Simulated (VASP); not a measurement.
# CaC2 (I4/mmm) in VASP: further runs

Runs on CaC2. Level: LDA. Tasks: single point.

All numbers are computed with VASP 6.6.1; they aren't measurements. Logs are shortened: lines on timing, memory, paths and dates and some standing lists are left out, and cuts for length are marked.

## Step 1: The cell of the first run

Symmetry: I4/mmm, No. 139, tetragonal system. The conventional cell has a = 3.758 Å, b = 3.758 Å, c = 6.827 Å, α = 90.00°, β = 90.00°, γ = 90.00°. Within 3.6 Å of Ca (site symmetry 4/mmm) lie 10 C at 2.73 to 2.74 Å. Within 1.8 Å of C (site symmetry 4mm) lie 1 C at 1.36 Å.

## Step 2: Single point, LDA (strain +0.0875 x Voigt [0, 0, 1, 0, 0, 0])

The input, INCAR:

```
SYSTEM = CaC2
PREC = Accurate ; ENCUT = 600
EDIFF = 1E-6 ; ISMEAR = 0
SIGMA = 0.05 ; LREAL = .False.
LASPH = .True. ; NELM = 120
ALGO = Normal ; ISIF = 2
LWAVE = .False. ; LCHARG = .False.
GGA = CA ; NBANDS = 16
GGA_COMPAT = .False.
```

The input, KPOINTS:

```
Automatic mesh
0
Gamma
  10 10 10
  0 0 0
```

The input, POSCAR:

```
CaC2
1.0
   -1.8789219473      1.8789219473      3.4134565569
    1.8789219473     -1.8789219473      3.4134565569
    1.8789219473      1.8789219473     -3.4134565569
Ca C
1 2
Direct
    0.0000000000      0.0000000000      0.0000000000
    0.5996770466      0.5996770466      0.0000000000
    0.4003229534      0.4003229534      0.0000000000
```

Potentials or basis: VASP PAW LDA potentials, release 64 (Ca_sv, C).

The run is started by

```console
$ cat potpaw_LDA.64/Ca_sv/POTCAR potpaw_LDA.64/C/POTCAR > POTCAR
$ mpirun -np 1 vasp_std > vasp.out
```

OUTCAR:

```text
SYSTEM = CaC2
   PREC = Accurate
   ENCUT = 600
   EDIFF = 1E-6
   ISMEAR = 0
   LREAL = .False.
   LASPH = .True.
   NELM = 120
   ISIF = 2
   GGA = CA

 ion  position               nearest neighbor table
   1  0.000  0.000  0.000-
   2  0.600  0.600  0.000-   3 1.36
   3  0.400  0.400  0.000-   2 1.36

  LATTYP: Found a body centered tetragonal cell.
 ALAT       =     3.7578438946
 C/A-ratio  =     1.8167101416

  Lattice vectors:

 A1 = (  -1.8789219473,   1.8789219473,   3.4134565569)
 A2 = (   1.8789219473,  -1.8789219473,   3.4134565569)
 A3 = (   1.8789219473,   1.8789219473,  -3.4134565569)

Analysis of symmetry for initial positions (statically):
=====================================================================
 Subroutine PRICEL returns:
 Original cell was already a primitive cell.

 Routine SETGRP: Setting up the symmetry group for a
 body centered tetragonal supercell.

 Subroutine GETGRP returns: Found 16 space group operations
 (whereof 16 operations were pure point group operations)
 out of a pool of 16 trial point group operations.

The static configuration has the point symmetry D_4h.

Analysis of symmetry for dynamics (positions and initial velocities):
=====================================================================
 Subroutine PRICEL returns:
 Original cell was already a primitive cell.

 Routine SETGRP: Setting up the symmetry group for a
 body centered tetragonal supercell.

 Subroutine GETGRP returns: Found 16 space group operations
 (whereof 16 operations were pure point group operations)
 out of a pool of 16 trial point group operations.

The dynamic configuration has the point symmetry D_4h.

 Subroutine INISYM returns: Found 16 space group operations
 (whereof 16 operations are pure point group operations),
 and found     1 'primitive' translations

----------------------------------------------------------------------------------------

                                     Primitive cell

  volume of cell :      48.2028

  direct lattice vectors                    reciprocal lattice vectors
    -1.878921947  1.878921947  3.413456557     0.000000000  0.266110043  0.146479087
     1.878921947 -1.878921947  3.413456557     0.266110043  0.000000000  0.146479087
     1.878921947  1.878921947 -3.413456557     0.266110043  0.266110043  0.000000000

  length of vectors
     4.325780974  4.325780974  4.325780974     0.303760889  0.303760889  0.376336432

  position of ions in fractional coordinates (direct lattice)
     0.000000000  0.000000000  0.000000000
     0.599677047  0.599677047  0.000000000
     0.400322953  0.400322953  0.000000000

  ion indices of the primitive-cell ions
   primitive index   ion index
                 1           1
                 2           2
                 3           3

----------------------------------------------------------------------------------------

 KPOINTS: Automatic mesh

Automatic generation of k-mesh.
 Grid dimensions read from file:
 generate k-points for:   10   10   10

 Generating k-lattice:

  Cartesian coordinates                     Fractional coordinates (reciprocal lattice)
     0.000000000  0.026611004  0.014647909     0.100000000 -0.000000000  0.000000000
     0.026611004  0.000000000  0.014647909    -0.000000000  0.100000000  0.000000000
     0.026611004  0.026611004  0.000000000     0.000000000  0.000000000  0.100000000

  Length of vectors
     0.030376089  0.030376089  0.037633643

  Shift w.r.t. Gamma in fractional coordinates (k-lattice)
     0.000000000  0.000000000  0.000000000

 Subroutine IBZKPT returns following result:
 ===========================================

 Found    102 irreducible k-points:

 Following reciprocal coordinates:
            Coordinates               Weight
  0.000000  0.000000  0.000000      1.000000
  0.100000 -0.000000  0.000000      8.000000
  0.200000 -0.000000  0.000000      8.000000
  0.300000 -0.000000  0.000000      8.000000
  0.400000  0.000000  0.000000      8.000000
  0.500000  0.000000  0.000000      4.000000
[... 16 lines left out ...]
  0.300000  0.300000  0.000000      8.000000
  0.400000  0.300000  0.000000     16.000000
 [... further k-points ...]
   k-points           NKPTS =    102   k-points in BZ     NKDIM =    102   number of bands    NBANDS=     16
   number of dos      NEDOS =    301   number of ions     NIONS =      3
   total plane-waves  NPLWV =  46656
   dimension x,y,z NGX =    36 NGY =   36 NGZ =   36
   dimension x,y,z NGXF=    72 NGYF=   72 NGZF=   72
   ions per type =               1   2
   NGX,Y,Z   is equivalent  to a cutoff of  13.84, 13.84, 13.84 a.u.
   NGXF,Y,Z  is equivalent  to a cutoff of  27.67, 27.67, 27.67 a.u.
 SYSTEM =  CaC2
   PREC   = accura    normal or accurate (medium, high low for compatibility)
   ISTART =      0    job   : 0-new  1-cont  2-samecut
   ICHARG =      2    charge: 1-file 2-atom 10-const
   ISPIN  =      1    spin polarized calculation?
   LNONCOLLINEAR =      F non collinear calculations
   LSORBIT =      F    spin-orbit coupling
   LASPH  =      T    aspherical Exc in radial PAW
   ENCUT  =  600.0 eV  44.10 Ry    6.64 a.u.   8.64  8.64  8.64*2*pi/ulx,y,z
   NELM   =    120;   NELMIN=  2; NELMDL= -5     # of ELM steps
   EDIFF  = 0.1E-05   stopping-criterion for ELM
   LREAL  =      F    real-space projection
   EDIFFG = 0.1E-04   stopping-criterion for IOM
   NSW    =      0    number of steps for IOM
   IBRION =     -1    ionic relax: 0-MD 1-quasi-New 2-CG
   NFREE  =      0    steps in history (QN), initial steepest desc. (CG)
   ISIF   =      2    stress and relaxation
   ISYM   =      2    0-nonsym 1-usesym 2-fastsym
   POTIM  = 0.5000    time-step for ionic-motion
   TEBEG  =    0.0;   TEEND  =   0.0 temperature during run
   PSTRESS=    0.0 pullay stress
   NELECT =      18.0000    total number of electrons
   NUPDOWN=      -1.0000    fix difference up-down
   EMIN   =  10.00;   EMAX   =-10.00  energy-range for DOS
   EFERMI =   0.00;   METHOD = LEGACY
   ISMEAR =     0;   SIGMA  =   0.05  broadening in eV -4-tet -1-fermi 0-gaus
   EFERMI_NEDOS =   21; number of points for ismear=-14 and -15
   IALGO  =     38    algorithm
   IMIX   =      4    mixing-type and parameters
     AMIX     =   0.40;   BMIX     =  1.00
     AMIX_MAG =   1.60;   BMIX_MAG =  1.00
  volume/ion in A,a.u.               =      16.07       108.43
  Fermi-wavevector in a.u.,A,eV,Ry     =   1.178895  2.227788 18.909281  1.389793
  Thomas-Fermi vector in A             =   2.315215
   LORBIT       =      0    0 simple, 1 ext, 2 COOP (PROOUT), +10 PAW based schemes
   GGA     = CA    functional components
   LHFCALC =     F    Hartree Fock is set to
   AEXX    =    0.0000 exact exchange contribution
   IVDW    =     0    specifies the selected vdW correction
   LEPSILON=     F    determine dielectric tensor
   LRPA    =     F    only Hartree local field effects (RPA)
 non-spin polarized calculation
 Gauss-broadening in eV      SIGMA  =   0.05
  energy-cutoff  :      600.00
  volume of cell :       48.20
 maximum number of plane-waves:      1653
   NGX = 17   NGY = 17   NGZ = 17

 number of electron      18.0000002 magnetization

 Free energy of the ion-electron system (eV)
  ---------------------------------------------------
  ext. energy  EPLUGINS =         0.00000000
  ---------------------------------------------------
  free energy    TOTEN  =       -21.68488855 eV

  energy without entropy =      -21.68488855  energy(sigma->0) =      -21.68488855

 E-fermi :   1.8785     XC(G=0):  -9.8533

 val. band max:        1.6330129827   @ k =   0.5000   0.5000   0.5000
 cond. band min:       2.1405540223   @ k =   0.5000   0.5000   0.0000
 fundamental gap:      0.5075410396
 Fermi energy:         1.8785398707

 k-point     1 :       0.0000    0.0000    0.0000
  band No.  band energies     occupation
      1     -37.2370      2.00000
      2     -18.5233      2.00000
      3     -18.5233      2.00000
      4     -18.4651      2.00000
      5     -11.0394      2.00000
      6      -1.3443      2.00000
[... 8 lines left out ...]
     15       9.9951      0.00000
     16       9.9951      0.00000

 k-point     2 :       0.1000   -0.0000    0.0000
  band No.  band energies     occupation
      1     -37.2357      2.00000
      2     -18.5430      2.00000
      3     -18.5220      2.00000
      4     -18.4679      2.00000
      5     -10.9854      2.00000
      6      -1.7978      2.00000
[... 8 lines left out ...]
     15       9.6703      0.00000
     16       9.8648      0.00000

 k-point     3 :       0.2000   -0.0000    0.0000
  band No.  band energies     occupation
      1     -37.2324      2.00000
      2     -18.5946      2.00000
      3     -18.5185      2.00000
      4     -18.4743      2.00000
      5     -10.8420      2.00000
      6      -2.2729      2.00000
[... 8 lines left out ...]
     15       9.0031      0.00000
     16       9.4746      0.00000

 k-point     4 :       0.3000   -0.0000    0.0000
  band No.  band energies     occupation
      1     -37.2283      2.00000
      2     -18.6574      2.00000
      3     -18.5141      2.00000
      4     -18.4817      2.00000
      5     -10.6598      2.00000
      6      -2.6882      2.00000
[... 8 lines left out ...]
     15       8.6835      0.00000
     16       8.8522      0.00000

 k-point     5 :       0.4000    0.0000    0.0000
  band No.  band energies     occupation
      1     -37.2250      2.00000
      2     -18.7072      2.00000
      3     -18.5106      2.00000
      4     -18.4875      2.00000
      5     -10.5073      2.00000
      6      -2.9817      2.00000
[... 8 lines left out ...]
     15       8.2993      0.00000
     16       9.3057      0.00000

 k-point     6 :       0.5000    0.0000    0.0000
  band No.  band energies     occupation
      1     -37.2238      2.00000
      2     -18.7259      2.00000
      3     -18.5092      2.00000
      4     -18.4897      2.00000
      5     -10.4477      2.00000
      6      -3.0892      2.00000
[... 8 lines left out ...]
     15       8.2107      0.00000
     16       9.5589      0.00000

 k-point     7 :       0.1000    0.1000    0.0000
  band No.  band energies     occupation
      1     -37.2342      2.00000
      2     -18.5484      2.00000
      3     -18.5363      2.00000
      4     -18.4736      2.00000
      5     -10.9231      2.00000
      6      -2.2199      2.00000
[... 8 lines left out ...]
     15       9.1453      0.00000
     16       9.9091      0.00000

 k-point     8 :       0.2000    0.1000    0.0000
  band No.  band energies     occupation
      1     -37.2308      2.00000
      2     -18.5954      2.00000
      3     -18.5365      2.00000
      4     -18.4805      2.00000
      5     -10.7866      2.00000
      6      -2.5921      2.00000
[... 8 lines left out ...]
     15       8.5294      0.00000
     16       9.5973      0.00000

 k-point     9 :       0.3000    0.1000    0.0000
  band No.  band energies     occupation
      1     -37.2269      2.00000
      2     -18.6556      2.00000
      3     -18.5313      2.00000
      4     -18.4867      2.00000
      5     -10.6255      2.00000
      6      -2.8743      2.00000
[... 8 lines left out ...]
     15       8.5963      0.00000
     16       9.1281      0.00000
[... 172 lines left out ...]
 k-point    19 :       0.5000    0.2000   -0.0000
  band No.  band energies     occupation
      1     -37.2205      2.00000
      2     -18.7009      2.00000
      3     -18.5601      2.00000
      4     -18.4875      2.00000
      5     -10.5100      2.00000
      6      -2.7299      2.00000
[... 8 lines left out ...]
     15       8.7481      0.00000
     16       9.1252      0.00000

 k-point    20 :      -0.4000    0.2000   -0.0000
  band No.  band energies     occupation
      1     -37.2220      2.00000
      2     -18.6833      2.00000
      3     -18.5608      2.00000
      4     -18.4807      2.00000
      5     -10.5658      2.00000
      6      -2.4357      2.00000
[... 8 lines left out ...]
     15       9.0271      0.00000
     16       9.6391      0.00000

 k-point    21 :      -0.3000    0.2000   -0.0000
  band No.  band energies     occupation
      1     -37.2253      2.00000
      2     -18.6404      2.00000
      3     -18.5654      2.00000
      4     -18.4740      2.00000
      5     -10.6632      2.00000
      6      -2.0455      2.00000
[... 8 lines left out ...]
     15       9.1427      0.00000
     16      10.0154      0.00000

 k-point    22 :      -0.2000    0.2000    0.0000
  band No.  band energies     occupation
      1     -37.2290      2.00000
      2     -18.5961      2.00000
      3     -18.5638      2.00000
      4     -18.4700      2.00000
      5     -10.7654      2.00000
      6      -1.6424      2.00000
[... 8 lines left out ...]
     15       8.8618      0.00000
     16      10.1299      0.00000

 k-point    23 :       0.3000    0.3000    0.0000
  band No.  band energies     occupation
      1     -37.2205      2.00000
      2     -18.6355      2.00000
      3     -18.6166      2.00000
      4     -18.4921      2.00000
      5     -10.5571      2.00000
      6      -2.8446      2.00000
[... 8 lines left out ...]
     15       8.5661      0.00000
     16       9.5361      0.00000

 k-point    24 :       0.4000    0.3000    0.0000
  band No.  band energies     occupation
      1     -37.2181      2.00000
      2     -18.6653      2.00000
      3     -18.6117      2.00000
      4     -18.4901      2.00000
      5     -10.5503      2.00000
      6      -2.6543      2.00000
[... 8 lines left out ...]
     15       9.1381      0.00000
     16       9.3713      0.00000

 [... further k-points ...]

------------------------ aborting loop because EDIFF is reached ----------------------------------------

  FORCE on cell =-STRESS in cart. coord.  units (eV):
  Direction    XX          YY          ZZ          XY          YZ          ZX
  --------------------------------------------------------------------------------------
  -------------------------------------------------------------------------------------
  Total       -0.2351021     -0.2351021    -11.1972659      0.0000000     -0.0000000      0.0000000
  in kB       -7.8143930     -7.8143930   -372.1780213      0.0000000     -0.0000000      0.0000000
  external PRESSURE =    -129.2689358 kB  Pullay stress =       0.0000000 kB

 VOLUME and BASIS-vectors are now :
 -----------------------------------------------------------------------------
  energy-cutoff  :      600.00
  volume of cell :       48.20
      direct lattice vectors                 reciprocal lattice vectors
    -1.878921947  1.878921947  3.413456557     0.000000000  0.266110043  0.146479087
     1.878921947 -1.878921947  3.413456557     0.266110043  0.000000000  0.146479087
     1.878921947  1.878921947 -3.413456557     0.266110043  0.266110043  0.000000000

 POSITION                                       TOTAL-FORCE (eV/Angst)
 -----------------------------------------------------------------------------------
      0.00000      0.00000      0.00000         0.000000      0.000000     -0.000000
      0.00000      0.00000      4.09394        -0.000000     -0.000000     -5.590794
      0.00000      0.00000      2.73297        -0.000000     -0.000000      5.590794
 -----------------------------------------------------------------------------------
    total drift:                                0.000000     -0.000000     -0.000000

  FREE ENERGIE OF THE ION-ELECTRON SYSTEM (eV)
  ---------------------------------------------------
  free  energy   TOTEN  =       -21.6848885464 eV

  energy  without entropy=      -21.6848885464  energy(sigma->0) =      -21.68488855
```

Run time: 94 s. Hardware: 1 thread of Intel Xeon Platinum 8488C (Sapphire Rapids), shared host; peak memory 0.23 GiB.

Results:

| Property | Result |
| --- | --- |
| Free energy | -21.6849 eV |
| Pressure | -12.9 GPa |
| Largest force | 5.591 eV/Å |
| Band gap on the k mesh | 0.51 eV (least direct gap 1.67 eV) |

Forces on the atoms (eV/Å):
```
Ca   0.000  0.000  0.000
C    0.000  0.000 -5.591
C    0.000  0.000  5.591
```

Caveat: the cell differs from its parent crystal (strain +0.0875 x Voigt [0, 0, 1, 0, 0, 0]); the cell stands under tension; forces of over 1 eV/Å act on the atoms, so gaps and moduli don't describe the material at rest.

(Continued in part 2 of 2.)
